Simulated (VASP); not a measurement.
Wanted: the native input for a VASP 6.6.1 run.

```
Task                   : relaxation of cell and atoms
Functional             : LDA
Potentials or basis    : VASP PAW LDA potentials, release 64 (Mg_sv, O)
Cutoff                 : 840 eV
k mesh                 : 8 × 8 × 8
Occupations            : gaussian, width 0.02 eV
Spin                   : no spin polarisation
Dipole correction      : no
Further INCAR settings : ALGO = Normal; EDIFF = 1e-07; IBRION = 2; EDIFFG = -0.002; NSW = 100; ISIF = 3
```

The structure of MgO lies in POSCAR:

```
MgO
1.0
    0.0000000000      2.0816499855      2.0816499855
    2.0816499855      0.0000000000      2.0816499855
    2.0816499855      2.0816499855      0.0000000000
Mg O
1 1
Direct
    0.0000000000      0.0000000000      0.0000000000
    0.5000000000      0.5000000000      0.5000000000
```

These files were run (other wordings do the same):

INCAR

```
  PREC = Accurate
  ENCUT = 840
  EDIFF = 1E-7
  ISMEAR = 0
  SIGMA = 0.02
  LREAL = False
  LASPH = True
  NELM = 120
  ALGO = Normal
  ISIF = 3
  LWAVE = False
  LCHARG = False
  IBRION = 2
  NSW = 100
  EDIFFG = -0.002
  GGA_COMPAT = False
  NELMIN = 4
```

KPOINTS

```
regular mesh
0
Gamma
  8 8 8
```

Potentials or basis: VASP PAW LDA potentials, release 64 (Mg_sv, O).

Launch:

```sh
$ cat potpaw_LDA.64/Mg_sv/POTCAR potpaw_LDA.64/O/POTCAR > POTCAR
$ mpirun -np 1 vasp_std > vasp.out
```

It gave:

```
Relaxed volume                        : 9.03 Å³/atom
Relaxed cell                          : a = 2.945 Å, b = 2.945 Å, c = 2.945 Å, α = 60.00°, β = 60.00°, γ = 60.00°
Space group after relaxing (to 0.1 Å) : Fm-3m (No. 225)
Energy gained by relaxing             : 0.0 meV/atom
Ionic steps                           : 2
Pressure after relaxing               : 0.0 GPa
Band gap on the k mesh                : 5.01 eV
```

Run time: 9.1 s on 1 thread of Intel(R) Xeon(R) 6975P-C (Granite Rapids), with other jobs on the host, peak memory 0.14 GiB.
